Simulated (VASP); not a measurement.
A run of VASP 6.6.1 is set up as follows.

Contents of INCAR:

```
  ALGO = Normal
  EDIFF = 1E-7
  ENCUT = 520
  ISIF = 2
  ISMEAR = 0
  LASPH = T
  LCHARG = T
  LELF = T
  LREAL = F
  LVHAR = T
  LWAVE = F
  NBANDS = 35
  NELM = 80
  PREC = Accurate
  SIGMA = 0.05
```

KPOINTS

```
k-points
0
Gamma
  10 10 10
```

POSCAR

```
SnO2
1.0
   -1.9861130355      1.9861130355      5.1156186316
    1.9861130355     -1.9861130355      5.1156186316
    1.9861130355      1.9861130355     -5.1156186316
Sn O
2 4
Direct
    0.7500000000      0.2500000000      0.5000000000
    0.0000000000      0.0000000000      0.0000000000
    0.7969975836      0.7969975836      0.0000000000
    0.9530024164      0.4530024164      0.5000000000
    0.2030024164      0.2030024164      0.0000000000
    0.5469975836      0.0469975836      0.5000000000
```

Potentials or basis: VASP PAW LDA potentials, release 64 (Sn_d, O).

Run with:

```bash
$ cat potpaw_LDA.64/Sn_d/POTCAR potpaw_LDA.64/O/POTCAR > POTCAR
$ mpirun -np 1 vasp_std > vasp.out
```

Question: What does it give for the band gap on the k mesh?

Answer: 1.69 eV (least direct gap 2.08 eV).

Question: What does it give for the largest force?

Answer: 0.054 eV/Å.

Question: What does it give for the pressure?

Answer: -0.1 GPa.

Stress tensor (GPa, compression positive):
```
 0.17  0.00  0.00
 0.00  0.17  0.00
 0.00  0.00 -0.76
```

Caveat: the cell differs from its parent crystal (strain +0.0050 x Voigt [0, 0, 1, 0, 0, 0]); spin-orbit coupling is left out, which moves the levels of the heavy elements. A k mesh can miss the band edges.
